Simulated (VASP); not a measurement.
# As in VASP: notebook

Runs on As. Level: PBE+D3(BJ). Tasks: single point.

All numbers are computed with VASP 6.6.1; they aren't measurements. Logs are shortened: lines on timing, memory, paths and dates and some standing lists are left out, and cuts for length are marked.

## Step 1: The cell of the first run

The cell holds a sheet with vacuum, 4 atoms: a = 3.579 Å, b = 3.579 Å, c = 35.373 Å, α = 90.00°, β = 90.00°, γ = 120.00°.

## Step 2: Single point, PBE+D3(BJ)

Contents of INCAR:

```
PREC = Accurate ; ENCUT = 520
EDIFF = 1E-6 ; ISMEAR = 0
SIGMA = 0.1 ; LREAL = F
LASPH = T ; NELM = 120
ALGO = Normal ; ISIF = 2
LWAVE = F ; LCHARG = T
LDIPOL = T ; IDIPOL = 3
DIPOL = 0.5 0.5 0.283 ; GGA = PE
IVDW = 12 ; LELF = T
LVHAR = T ; LVACPOTAV = T
NBANDS = 38 ; GGA_COMPAT = F
NELMDL = -8
```

Contents of KPOINTS:

```
regular mesh
0
Gamma
  6 6 1
```

Contents of POSCAR:

```
As
1.0
    3.5793673928     -0.0000002748      0.0000000000
   -1.7896834584      3.0998232291      0.0000000000
    0.0000000000      0.0000000000     35.3725712000
As
4
Direct
    0.6666666667      0.3333333333      0.2294196972
    0.3333333333      0.6666666667      0.1899995883
    0.6666666667      0.3333333333      0.3359901479
    0.0000000000      0.0000000000      0.3754102568
```

Potentials or basis: VASP PAW PBE potentials, release 64 (As_d).

On the command line:

```console
$ cat potpaw_PBE.64/As_d/POTCAR > POTCAR
$ mpirun -np 1 vasp_std > vasp.out
```

OUTCAR:

```text
PREC = Accurate
   ENCUT = 520
   EDIFF = 1E-6
   ISMEAR = 0
   LREAL = F
   LASPH = T
   NELM = 120
   ISIF = 2
   GGA = PE
   IVDW = 12
   NELMDL = -8
 IVDW          = 12

 ion  position               nearest neighbor table
   1  0.667  0.333  0.229-   2 2.49   2 2.49   2 2.49
   2  0.333  0.667  0.190-   1 2.49   1 2.49   1 2.49
   3  0.667  0.333  0.336-   4 2.49   4 2.49   4 2.49
   4  0.000  0.000  0.375-   3 2.49   3 2.49   3 2.49

  LATTYP: Found a hexagonal cell.
 ALAT       =     3.5793673928
 C/A-ratio  =     9.8823527507

  Lattice vectors:

 A1 = (   3.5793673928,  -0.0000002748,   0.0000000000)
 A2 = (  -1.7896834584,   3.0998232291,   0.0000000000)
 A3 = (   0.0000000000,   0.0000000000,  35.3725712000)

Analysis of symmetry for initial positions (statically):
=====================================================================
 Subroutine PRICEL returns:
 Original cell was already a primitive cell.

 Routine SETGRP: Setting up the symmetry group for a
 hexagonal supercell.

 Subroutine GETGRP returns: Found 12 space group operations
 (whereof  6 operations were pure point group operations)
 out of a pool of 24 trial point group operations.

The static configuration has the point symmetry C_3v.
 The point group associated with its full space group is D_3d.

Analysis of symmetry for dynamics (positions and initial velocities):
=====================================================================
 Subroutine PRICEL returns:
 Original cell was already a primitive cell.

 Routine SETGRP: Setting up the symmetry group for a
 hexagonal supercell.

 Subroutine GETGRP returns: Found 12 space group operations
 (whereof  6 operations were pure point group operations)
 out of a pool of 24 trial point group operations.

The dynamic configuration has the point symmetry C_3v.
 The point group associated with its full space group is D_3d.

 Subroutine INISYM returns: Found 12 space group operations
 (whereof  6 operations are pure point group operations),
 and found     1 'primitive' translations

----------------------------------------------------------------------------------------

                                     Primitive cell

  volume of cell :     392.4730

  direct lattice vectors                    reciprocal lattice vectors
     3.579367393 -0.000000275  0.000000000     0.279378989  0.161299506  0.000000000
[... 70 lines left out ...]
   ENCUT  =  520.0 eV  38.22 Ry    6.18 a.u.   6.66  6.66 65.77*2*pi/ulx,y,z
   NELM   =    120;   NELMIN=  2; NELMDL= -8     # of ELM steps
   EDIFF  = 0.1E-05   stopping-criterion for ELM
   LREAL  =      F    real-space projection
[... 7 lines left out ...]
   TEBEG  =    0.0;   TEEND  =   0.0 temperature during run
   PSTRESS=    0.0 pullay stress
   NELECT =      60.0000    total number of electrons
   NUPDOWN=      -1.0000    fix difference up-down
   EMIN   =  10.00;   EMAX   =-10.00  energy-range for DOS
   EFERMI =   0.00;   METHOD = LEGACY
   ISMEAR =     0;   SIGMA  =   0.10  broadening in eV -4-tet -1-fermi 0-gaus
   EFERMI_NEDOS =   21; number of points for ismear=-14 and -15
   IALGO  =     38    algorithm
   IMIX   =      4    mixing-type and parameters
     AMIX     =   0.40;   BMIX     =  1.00
     AMIX_MAG =   1.60;   BMIX_MAG =  1.00
  volume/ion in A,a.u.               =      98.12       662.13
  Fermi-wavevector in a.u.,A,eV,Ry     =   0.875364  1.654198 10.425627  0.766262
  Thomas-Fermi vector in A             =   1.995024
   LORBIT       =      0    0 simple, 1 ext, 2 COOP (PROOUT), +10 PAW based schemes
   GGA     = PE    functional components
   LHFCALC =     F    Hartree Fock is set to
   AEXX    =    0.0000 exact exchange contribution
   IVDW    =    12    specifies the selected vdW correction
   LEPSILON=     F    determine dielectric tensor
   LRPA    =     F    only Hartree local field effects (RPA)
 non-spin polarized calculation
 Gauss-broadening in eV      SIGMA  =   0.10
  energy-cutoff  :      520.00
  volume of cell :      392.47
 maximum number of plane-waves:     10667
 NGX is ok and might be reduce to    28
   NGX = 13   NGY = 13   NGZ =131

 dipolmoment           0.000000      0.000000     -0.000001 electrons x Angstroem

 number of electron      59.9999994 magnetization

 dipolmoment           0.000000      0.000000      0.000004 electrons x Angstroem

 Free energy of the ion-electron system (eV)
  ---------------------------------------------------
  ext. energy  EPLUGINS =         0.00000000
  ---------------------------------------------------
  free energy    TOTEN  =       -18.63440029 eV

  energy without entropy =      -18.63440029  energy(sigma->0) =      -18.63440029

 E-fermi :  -2.9691     XC(G=0):  -2.8825

 val. band max:       -3.4662653621   @ k =   0.1667  -0.0000   0.0000
 cond. band min:      -2.2046041706   @ k =   0.3333  -0.0000   0.0000
 fundamental gap:      1.2616611915
 Fermi energy:        -2.9690524497

 k-point     1 :       0.0000    0.0000    0.0000
  band No.  band energies     occupation
      1     -38.6967      2.00000
      2     -38.6967      2.00000
      3     -38.6966      2.00000
      4     -38.6966      2.00000
      5     -38.6551      2.00000
      6     -38.6551      2.00000
[... 276 lines left out ...]
     37       4.5277      0.00000
     38       4.5277      0.00000

------------------------ aborting loop because EDIFF is reached ----------------------------------------

 Edisp (eV)   -1.01600

 E8    (eV) :    -0.4432

  FORCE on cell =-STRESS in cart. coord.  units (eV):
  Direction    XX          YY          ZZ          XY          YZ          ZX
  --------------------------------------------------------------------------------------
  -------------------------------------------------------------------------------------
  Total       0.00542     0.00542     0.04807     0.00000     0.00000     0.00000
  in kB       0.02213     0.02213     0.19623     0.00000     0.00000     0.00000
  external pressure =        0.08 kB  Pullay stress =        0.00 kB

 VOLUME and BASIS-vectors are now :
 -----------------------------------------------------------------------------
  energy-cutoff  :      520.00
  volume of cell :      392.47
      direct lattice vectors                 reciprocal lattice vectors
     3.579367393 -0.000000275  0.000000000     0.279378989  0.161299506  0.000000000
    -1.789683458  3.099823229  0.000000000     0.000000025  0.322599055  0.000000000
     0.000000000  0.000000000 35.372571200     0.000000000  0.000000000  0.028270492

 POSITION                                       TOTAL-FORCE (eV/Angst)
 -----------------------------------------------------------------------------------
      1.78968      1.03327      8.11516        -0.000000      0.000000      0.015833
      0.00000      2.06655      6.72077        -0.000000      0.000000     -0.015814
      1.78968      1.03327     11.88484         0.000000     -0.000000     -0.015833
      0.00000      0.00000     13.27923         0.000000      0.000000      0.015814
 -----------------------------------------------------------------------------------
    total drift:                               -0.000000     -0.000001     -0.000116

  FREE ENERGIE OF THE ION-ELECTRON SYSTEM (eV)
  ---------------------------------------------------
  free  energy   TOTEN  =       -19.6503963932 eV

  energy  without entropy=      -19.6503963932  energy(sigma->0) =      -19.65039639

 vacuum level on the upper side and lower side of the slab         1.793         1.793
```

stdout:

```text
POSCAR found type information on POSCAR As
 POSCAR found :  1 types and       4 ions
 scaLAPACK will be used
 LDA part: xc-table for (Slater+PW92), standard interpolation
 POSCAR, INCAR and KPOINTS ok, starting setup
 FFT: planning ... GRIDC
 FFT: planning ... GRID_SOFT
 FFT: planning ... GRID
 WAVECAR not read
 entering main loop
 -----------------------------------------------------------------------------
|                                                                             |
|           W    W    AA    RRRRR   N    N  II  N    N   GGGG   !!!           |
|           W    W   A  A   R    R  NN   N  II  NN   N  G    G  !!!           |
|           W    W  A    A  R    R  N N  N  II  N N  N  G       !!!           |
|           W WW W  AAAAAA  RRRRR   N  N N  II  N  N N  G  GGG   !            |
|           WW  WW  A    A  R   R   N   NN  II  N   NN  G    G                |
|           W    W  A    A  R    R  N    N  II  N    N   GGGG   !!!           |
|                                                                             |
|     Did not find any points to average over, which means that no vacuum     |
|     field-free region was found. Please increase the size of  your cell     |
|     in the dimension of the dipole correction to obtain accurate            |
|     workfunction values.                                                    |
|                                                                             |
 -----------------------------------------------------------------------------
```

Run time: 5.7 min. Hardware: 1 thread of Intel Xeon Platinum 8488C (Sapphire Rapids), shared host; peak memory 0.46 GiB.

Results:

- Free energy: -19.6504 eV
- Largest force: 0.016 eV/Å
- Band gap on the k mesh: 1.26 eV (least direct gap 1.88 eV)
- Dispersion energy per atom: -0.254 eV

Forces in eV/Å, atoms in the order of the input:
```
As   0.000  0.000  0.016
As   0.000  0.000 -0.016
As   0.000  0.000 -0.016
As   0.000  0.000  0.016
```

## Step 3: Single point, PBE+D3(BJ)

This run uses another cell than the first one.

Contents of INCAR:

```
  ALGO = Normal
  DIPOL = 0.5 0.5 0.271
  EDIFF = 1E-6
  ENCUT = 520
  GGA = PE
  GGA_COMPAT = False
  IDIPOL = 3
  ISIF = 2
  ISMEAR = 0
  IVDW = 12
  LASPH = True
  LCHARG = False
  LDIPOL = True
  LREAL = False
  LWAVE = False
  NBANDS = 38
  NELM = 120
  NELMDL = -8
  PREC = Accurate
  SIGMA = 0.02
```

Contents of KPOINTS:

```
k-points
0
Gamma
  12 12 1
```

Contents of POSCAR:

```
As
1.0
    3.5694957700     -0.0000002741      0.0000000000
   -1.7847476477      3.0912741526      0.0000000000
    0.0000000000      0.0000000000     36.9169041455
As
4
Direct
    0.6666666667      0.3333333333      0.2196329468
    0.3333333333      0.6666666667      0.1817399406
    0.6666666667      0.3333333333      0.3221242906
    0.0000000000      0.0000000000      0.3600172968
```

Potentials or basis: VASP PAW PBE potentials, release 64 (As_d).

On the command line:

```console
$ cat potpaw_PBE.64/As_d/POTCAR > POTCAR
$ mpirun -np 1 vasp_std > vasp.out
```

Wall time 4.5 min (1 thread of AMD EPYC 9R45 (Zen 5), shared host); peak memory 0.54 GiB.

Results (log left out):

```yaml
Free_energy: -19.6994 eV
Largest_force: 0.025 eV/Å
Band_gap_on_the_k_mesh: 1.27 eV (least direct gap 1.64 eV)
Dispersion_energy_per_atom: -0.255 eV
```

Forces on the atoms (eV/Å):
```
As   0.000  0.000  0.025
As   0.000  0.000 -0.025
As   0.000  0.000 -0.025
As   0.000  0.000  0.025
```

Levels at points of the mesh, in eV from the valence-band top:
```tsv
k point	band 26	band 27	band 28	band 29	band 30	band 31	band 32	band 33	band 34	band 35
(0.00, 0.00, 0.00)	-0.15	-0.03	-0.03	0.00	0.00	1.91	2.33	3.46	3.46	3.53
(0.50, 0.00, 0.00)	-3.50	-1.97	-1.94	-1.86	-1.60	1.77	1.97	3.03	3.06	4.35
```
